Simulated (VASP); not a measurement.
Set up this calculation in VASP 6.6.1, as the native input.

| Quantity | Value |
| --- | --- |
| Task | single point |
| Functional | PBE |
| Potentials or basis | VASP PAW PBE potentials, release 64 (Ga_d, N) |
| Cutoff | 520 eV |
| k mesh | 10 × 10 × 10 |
| Occupations | fermi-dirac, width 0.02 eV |
| Spin | no spin polarisation |
| Dipole correction | no |
| Further INCAR settings | ALGO = Normal; EDIFF = 1e-06; NBANDS = 16 |

The structure of GaN lies in POSCAR:

```
GaN
1.0
    0.0000000000      2.1296003866      2.1296003866
    2.1296003866      0.0000000000      2.1296003866
    2.1296003866      2.1296003866      0.0000000000
Ga N
1 1
Direct
    0.0000000000      0.0000000000      0.0000000000
    0.5000000000      0.5000000000      0.5000000000
```

This cell differs from its parent crystal: strain +1.0%.

The input as run:

INCAR

```
SYSTEM = GaN
ALGO     = Normal         ! electronic algorithm
EDIFF    = 1E-6           ! SCF threshold, eV
ENCUT    = 520            ! plane-wave cutoff, eV
GGA      = PE             ! functional
ISIF     = 2              ! what is computed and relaxed
ISMEAR   = -1             ! smearing method
LASPH    = .TRUE.         ! aspherical terms in the spheres
LCHARG   = .FALSE.        ! write CHGCAR
LREAL    = .FALSE.        ! projectors in reciprocal space
LWAVE    = .FALSE.        ! write WAVECAR
NBANDS   = 16             ! bands
NELM     = 60             ! most SCF steps
PREC     = Accurate       ! precision mode
SIGMA    = 0.02           ! smearing width, eV
```

KPOINTS

```
k-points
0
G
  10 10 10
  0 0 0
```

Potentials or basis: VASP PAW PBE potentials, release 64 (Ga_d, N).

Run with:

```console
$ cat potpaw_PBE.64/Ga_d/POTCAR potpaw_PBE.64/N/POTCAR > POTCAR
$ mpirun -np 1 vasp_std > vasp.out
```

It gave:

```yaml
Pressure: 2.1 GPa
Band_gap_on_the_k_mesh: 0.47 eV, indirect (least direct gap 2.46 eV)
```

Caveat: the cell differs from its parent crystal (strain +1.0%).

It took 34 s on 1 thread of AMD EPYC 7R13, with other jobs on the host, peak memory 0.11 GiB.
